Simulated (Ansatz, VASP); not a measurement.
Two plane-wave programs on Nb

INCAR

```
SYSTEM = Nb
PREC = Accurate
ENCUT = 520
EDIFF = 1E-6
ISMEAR = -1
SIGMA = 0.1
LREAL = .False.
LASPH = .True.
NELM = 80
ALGO = Normal
ISIF = 2
LWAVE = .False.
LCHARG = .True.
GGA = RP
LELF = .True.
LVHAR = .True.
NBANDS = 20
```

File KPOINTS:

```
Automatic mesh
0
Gamma
  10 10 10
  0 0 0
```

Contents of POSCAR:

```
Nb
1.0
    0.0000000000      2.9441600109      2.9441600109
    2.9441600109      0.0000000000      2.9441600109
    2.9441600109      2.9441600109      0.0000000000
Nb
2
Direct
    0.1250000000      0.1250000000      0.1250000000
    0.8750000000      0.8750000000      0.8750000000
```

Input for Ansatz:

```yaml
crystal:
  lattice:
    - [0.0, 2.9441600109, 2.9441600109]
    - [2.9441600109, 0.0, 2.9441600109]
    - [2.9441600109, 2.9441600109, 0.0]
  atoms:
    - { symbol: Nb, position: [0.125, 0.125, 0.125] }
    - { symbol: Nb, position: [0.875, 0.875, 0.875] }
hamiltonian:
  xc: rpbe
  pseudopotentials:
    kind: paw
    azcp:
      Nb: "pseudopotentials/Nb.paw.azcp"
basis:
  ecutwfc: 420
  fft_grid_basis: typed
kpoints:
  mp_grid: { grid: [10, 10, 10], shift: [0, 0, 0] }
magnetization:
  spin_polarized: false
scf:
  occupations: { method: fermi_dirac, width: 0.1 }
  lower_state_search: "off"
output:
  stress: true
```

Alike in both runs: task single point; functional RPBE; k mesh 10 × 10 × 10; occupations fermi-dirac, width 0.1 eV; no spin polarisation.

|  | VASP | Ansatz |
| --- | --- | --- |
| version | VASP 6.6.1 | Ansatz 0.2.0 |
| potentials or method | VASP PAW PBE potentials, release 64 (Nb_sv), cutoff 520 eV | plane waves (420 eV) with PAW, scalar-relativistic |
| valence electrons in the cell | 26 | 26 |

|  | VASP | Ansatz | Ansatz less VASP |
| --- | --- | --- | --- |
| pressure (GPa) | 2.7 | 2.7 | +0.02 |

VASP's potentials were made for PBE, not for RPBE. With one functional, cell and mesh, what is left measures potentials, basis and numerics.
